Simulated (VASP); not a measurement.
# W: single point with PBEsol

Crystal: W.

```
CELL_PARAMETERS angstrom
0.00000 2.03000 1.96910
2.03000 0.00000 1.96910
2.03000 2.03000 0.00000
ATOMIC_POSITIONS crystal
W 0.00000 0.00000 0.00000
```

This cell differs from its parent crystal: strain +0.000 along x and y, -0.030 along z.

- Program: VASP 6.6.1
- Task: single point
- Functional: PBEsol
- Potentials or basis: VASP PAW PBE potentials, release 64 (W_sv)
- Cutoff: 520 eV
- k mesh: 20 × 20 × 20
- Occupations: gaussian, width 0.15 eV
- Spin: no spin polarisation

```
Pressure               : -4.0 GPa
Band gap on the k mesh : zero (band 7 reaches 14.01 eV, above the bottom of band 8 at 9.94 eV)
```

Stress tensor (GPa, compression positive):
```
 -0.48   0.00   0.00
  0.00  -0.48   0.00
  0.00   0.00 -10.96
```

Levels at points of the mesh, in eV from the Fermi level:
| k point | band 5 | band 6 | band 7 | band 8 | band 9 | band 10 |
| --- | --- | --- | --- | --- | --- | --- |
| (0.00, 0.00, 0.00) | -9.09 | -0.73 | -0.73 | -0.33 | 2.26 | 2.85 |
| (0.50, 0.00, 0.00) | -5.70 | -1.07 | -0.60 | 0.66 | 4.95 | 5.24 |
| (0.50, 0.50, 0.00) | -5.58 | -4.67 | 3.52 | 5.03 | 5.87 | 5.87 |
| (0.50, 0.00, 0.50) | -5.62 | -4.58 | 2.90 | 5.04 | 5.60 | 6.07 |

It took 34 s on 1 thread of Intel(R) Xeon(R) 6975P-C (Granite Rapids) (shared host), peak memory 0.24 GiB.

Caveat: the cell differs from its parent crystal (strain +0.000 along x and y, -0.030 along z); the PAW data sets were made with another functional, which shifts forces and pressure a little; spin-orbit coupling is left out, which moves the levels of the heavy elements.
